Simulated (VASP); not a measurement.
Set up this calculation in VASP 6.6.1, as the native input.

```yaml
Task: relaxation of cell and atoms
Functional: PBE
Potentials_or_basis: VASP PAW PBE potentials, release 64 (Si, C)
Cutoff: 600 eV
k_mesh: 6 × 6 × 6
Occupations: gaussian, width 0.1 eV
Spin: no spin polarisation
Dipole_correction: no
Further_INCAR_settings: ALGO = Normal; EDIFF = 1e-07; IBRION = 2; EDIFFG = -0.025; NSW = 80; ISIF = 3
```

The structure of SiC lies in POSCAR:

```
SiC
1.0
   -0.0227685440      2.2457667687      2.2135679552
    2.1210222599      2.2222145024      0.0007837223
   -2.0776930584      4.4003160811     -2.0995819549
Si C
2 2
Direct
    0.1128493369      0.1277814622      0.6271263902
    0.6168274717      0.6602930235      0.1358079905
   -0.0059895413     -0.0107759746     -0.0121126480
    0.5263127326      0.4727014888      0.4991782673
```

The input as run:

INCAR

```
PREC     = Accurate       # precision mode
ENCUT    = 600            # plane-wave cutoff, eV
EDIFF    = 1E-7           # SCF threshold, eV
ISMEAR   = 0              # smearing method
SIGMA    = 0.1            # smearing width, eV
LREAL    = False          # projectors in reciprocal space
LASPH    = True           # aspherical terms in the spheres
NELM     = 100            # most SCF steps
ALGO     = Normal         # electronic algorithm
ISIF     = 3              # what is computed and relaxed
LWAVE    = False          # write WAVECAR
LCHARG   = False          # write CHGCAR
GGA      = PE             # functional
IBRION   = 2              # ionic algorithm
NSW      = 80             # ionic steps
EDIFFG   = -0.025         # ionic threshold
```

KPOINTS

```
Automatic mesh
0
Gamma
  6 6 6
```

Potentials or basis: VASP PAW PBE potentials, release 64 (Si, C).

Command:

```bash
$ cat potpaw_PBE.64/Si/POTCAR potpaw_PBE.64/C/POTCAR > POTCAR
$ mpirun -np 1 vasp_std > vasp.out
```

It gave:

```yaml
Relaxed_volume: 10.50 Å³/atom
Relaxed_cell: a = 3.097 Å, b = 3.097 Å, c = 5.363 Å, α = 73.21°, β = 73.22°, γ = 59.99°
Space_group_after_relaxing_to_0.1_Å: F-43m (No. 216)
Energy_gained_by_relaxing: 158.1 meV/atom
Ionic_steps: 14
Pressure_after_relaxing: 0.0 GPa
Largest_force_after_relaxing: 0.017 eV/Å
Band_gap_on_the_k_mesh: 1.36 eV
```

Wall time 4.5 min on 1 thread of Intel(R) Xeon(R) Platinum 8559C (Emerald Rapids), with other jobs on the host, peak memory 0.22 GiB.
